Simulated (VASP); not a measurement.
Write the native input for VASP 6.6.1 that does the following.

```yaml
Task: single point
Functional: PBE exchange alone
Potentials_or_basis: VASP PAW PBE potentials, release 64 (As, B)
Cutoff: 520 eV
k_mesh: 10 × 10 × 10
Occupations: fermi-dirac, width 0.05 eV
Spin: no spin polarisation
Dipole_correction: no
Further_INCAR_settings: ALGO = Normal; EDIFF = 1e-06; NBANDS = 11
```

The structure of BAs lies in POSCAR:

```
BAs
1.0
    0.0000000000      2.4043183418      2.4043183418
    2.4043183418      0.0000000000      2.4043183418
    2.4043183418      2.4043183418      0.0000000000
As B
1 1
Direct
    0.7500000000      0.7500000000      0.7500000000
    0.0000000000      0.0000000000      0.0000000000
```

The input as run:

INCAR

```
PREC = Accurate
ENCUT = 520
EDIFF = 1E-6
ISMEAR = -1
SIGMA = 0.05
LREAL = F
LASPH = T
NELM = 60
ALGO = Normal
ISIF = 2
LWAVE = F
LCHARG = F
GGA = PE
ALDAC = 0.0
AGGAC = 0.0
NBANDS = 11
```

KPOINTS

```
Automatic mesh
0
Gamma
  10 10 10
```

Potentials or basis: VASP PAW PBE potentials, release 64 (As, B).

The run is started by

```console
$ cat potpaw_PBE.64/As/POTCAR potpaw_PBE.64/B/POTCAR > POTCAR
$ mpirun -np 1 vasp_std > vasp.out
```

Results of the run:

```
Pressure               : 14.8 GPa
Band gap on the k mesh : 1.42 eV, indirect (least direct gap 3.33 eV)
```

Run time: 39 s on 1 thread of AMD EPYC 7R13, on a shared host, peak memory 0.13 GiB.
